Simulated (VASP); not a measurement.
Write the native input for VASP 6.6.1 that does the following.

- Task: single point
- Functional: PBE
- Potentials or basis: VASP PAW PBE potentials, release 64 (Hf_pv, H)
- Cutoff: 520 eV
- k mesh: 8 × 8 × 8
- Occupations: gaussian, width 0.1 eV
- Spin: no spin polarisation
- Dipole correction: no
- Further INCAR settings: ALGO = Normal; EDIFF = 1e-06; NBANDS = 17

The structure of HfH6 lies in POSCAR:

```
HfH6
1.0
    5.1386501620      0.0000000000      0.0000000000
    0.0000000000      5.1386501620      0.0000000000
    0.0000000000      0.0000000000      5.1386501620
Hf H
1 6
Direct
    0.0000000000      0.0000000000      0.0000000000
    0.3985713095      0.0000000000      0.0000000000
    0.6014286905      0.0000000000      0.0000000000
    0.0000000000      0.3985713095      0.0000000000
    0.0000000000      0.6014286905      0.0000000000
    0.0000000000      0.0000000000      0.3985713095
    0.0000000000      0.0000000000      0.6014286905
```

The input as run:

INCAR

```
ALGO = Normal ; EDIFF = 1E-6
ENCUT = 520 ; GGA = PE
ISIF = 2 ; ISMEAR = 0
LASPH = T ; LCHARG = F
LREAL = F ; LWAVE = F
NBANDS = 17 ; NELM = 80
PREC = Accurate ; SIGMA = 0.1
```

KPOINTS

```
k-points
0
Gamma
  8 8 8
```

Potentials or basis: VASP PAW PBE potentials, release 64 (Hf_pv, H).

Launch:

```console
$ cat potpaw_PBE.64/Hf_pv/POTCAR potpaw_PBE.64/H/POTCAR > POTCAR
$ mpirun -np 1 vasp_std > vasp.out
```

Results of the run:

The pressure is -0.2 GPa. The largest force is 0.014 eV/Å. The band gap on the k mesh is zero (band 8 reaches 0.04 eV, above the bottom of band 9 at -2.40 eV).

Caveat: spin-orbit coupling is left out, which moves the levels of the heavy elements.

Wall time 61 s on 1 thread of Intel(R) Xeon(R) Platinum 8259CL CPU @ 2.50GHz (Skylake/Cascade Lake) (shared host), peak memory 0.28 GiB.
